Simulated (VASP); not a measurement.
## La2LuN3: single point with PBE

The system is La2LuN3.

```xyz
6
Lattice="3.5589 0.0000 0.0000 0.0000 3.5589 0.0000 0.0000 0.0000 10.1431" Properties=species:S:1:pos:R:3 pbc="T T T"
La    1.7794    1.7794    2.4977
La    1.7794    1.7794    7.6454
Lu    0.0000    0.0000    0.0000
N     0.0000    0.0000    7.8782
N     0.0000    0.0000    2.2649
N     1.7794    1.7794    0.0000
```

The cell was generated, and may not be a known phase.

```yaml
Program: VASP 6.6.1
Task: single point
Functional: PBE
Potentials_or_basis: VASP PAW PBE potentials, release 64 (La, Lu, N)
Cutoff: 520 eV
k_mesh: 10 × 10 × 4
Occupations: gaussian, width 0.1 eV
Spin: no spin polarisation
```

```
Pressure               : 0.1 GPa
Largest force          : 0.068 eV/Å
Band gap on the k mesh : zero (bands 31 and 32 overlap by 0.14 eV)
```

Forces in eV/Å, atoms in the order of the input:
```
La   0.000  0.000 -0.015
La   0.000  0.000  0.015
Lu   0.000  0.000  0.000
N    0.000  0.000 -0.068
N    0.000  0.000  0.068
N    0.000  0.000  0.000
```

Stress tensor (GPa, compression positive):
```
-0.02  0.00  0.00
 0.00 -0.02  0.00
 0.00  0.00  0.25
```

Levels at points of the mesh, in eV from the Fermi level:
| k point | band 29 | band 30 | band 31 | band 32 | band 33 | band 34 |
| --- | --- | --- | --- | --- | --- | --- |
| (0.00, 0.00, 0.00) | -0.80 | -0.41 | -0.41 | -0.14 | 0.06 | 0.66 |
| (0.50, 0.00, 0.00) | -2.15 | -1.90 | -1.75 | 1.85 | 2.06 | 3.00 |
| (0.50, 0.50, 0.00) | -0.88 | -0.01 | -0.01 | 1.75 | 1.75 | 2.33 |
| (0.00, 0.00, 0.50) | -0.80 | -0.41 | -0.41 | 0.07 | 0.63 | 0.83 |
| (0.50, 0.00, 0.50) | -2.05 | -1.97 | -1.95 | 2.21 | 2.47 | 2.98 |
| (0.50, 0.50, 0.50) | -0.96 | 0.00 | 0.00 | 1.56 | 1.56 | 3.06 |

It took 9.8 min on 1 thread of Intel(R) Xeon(R) Platinum 8259CL CPU @ 2.50GHz (Skylake/Cascade Lake), on a shared host, peak memory 0.49 GiB.

Caveat: semilocal functionals underestimate gaps, and a narrow one can read as zero; spin-orbit coupling is left out, which moves the levels of the heavy elements.
